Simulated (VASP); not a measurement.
Here is a VASP 6.6.1 calculation.

The input INCAR:

```
PREC = Accurate
ENCUT = 520
EDIFF = 1E-6
ISMEAR = 0
SIGMA = 0.1
LREAL = Auto
LASPH = True
NELM = 80
ALGO = Normal
ISIF = 2
LWAVE = False
LCHARG = False
GGA = PS
NBANDS = 131
```

File KPOINTS:

```
Automatic mesh
0
Gamma
  3 3 1
```

File POSCAR:

```
HW12C12F
1.0
    5.7958000000      0.0000000000      0.0000000000
   -2.8979000000      5.0193100000      0.0000000000
    0.0000000000      0.0000000000     20.0722500000
W C F H
12 12 1 1
Direct
    0.0000000000      0.0000000000      0.0498200252
   -0.0000257463      0.0000406430      0.1905222384
    0.0012412332      0.0020166118      0.3341502323
    0.0000000000      0.5000000000      0.0498200252
    0.0002350143      0.4996860126      0.1904736141
   -0.0014302343      0.4989211665      0.3333209780
    0.5000000000      0.0000000000      0.0498200252
    0.4998664526     -0.0002936659      0.1907781639
    0.4982715506      0.0033825366      0.3349263286
    0.5000000000      0.5000000000      0.0498200252
    0.5001698762      0.5002113836      0.1903524019
    0.5029334329      0.4994142621      0.3321002379
    0.3333333665      0.1666667331      0.1202879597
    0.3334949307      0.1665454017      0.2589113328
    0.3338917228      0.1716020728      0.3922595125
    0.3333333665      0.6666667331      0.1202879597
    0.3337833686      0.6674590731      0.2593747587
    0.3319616265      0.6594990148      0.3901785301
    0.8333333665      0.1666667331      0.1202879597
    0.8326746405      0.1667392530      0.2591652655
    0.8308232539      0.1648750525      0.3890676930
    0.8333333665      0.6666667331      0.1202879597
    0.8350809382      0.6685317305      0.2582391610
    0.8311933554      0.6620212738      0.3879028510
    0.3276659573      0.5348384539      0.4706887868
    0.3331602748      0.3696205255      0.4457424554
```

Potentials or basis: VASP PAW PBE potentials, release 64 (W_sv, C, F, H).

Launch:

```sh
$ cat potpaw_PBE.64/W_sv/POTCAR potpaw_PBE.64/C/POTCAR potpaw_PBE.64/F/POTCAR potpaw_PBE.64/H/POTCAR > POTCAR
$ mpirun -np 1 vasp_std > vasp.out
```

(1) Estimate the band gap on the k mesh.

(2) Estimate the largest force.

## Answers

(1) zero (bands 112 and 113 overlap by 0.73 eV).

(2) 1.071 eV/Å.

Caveat: the k points lie up to 0.42 Å⁻¹ apart, too coarse for converged energies and pressures of a metal; the PAW data sets were made with another functional, which shifts forces and pressure a little; spin-orbit coupling is left out, which moves the levels of the heavy elements.
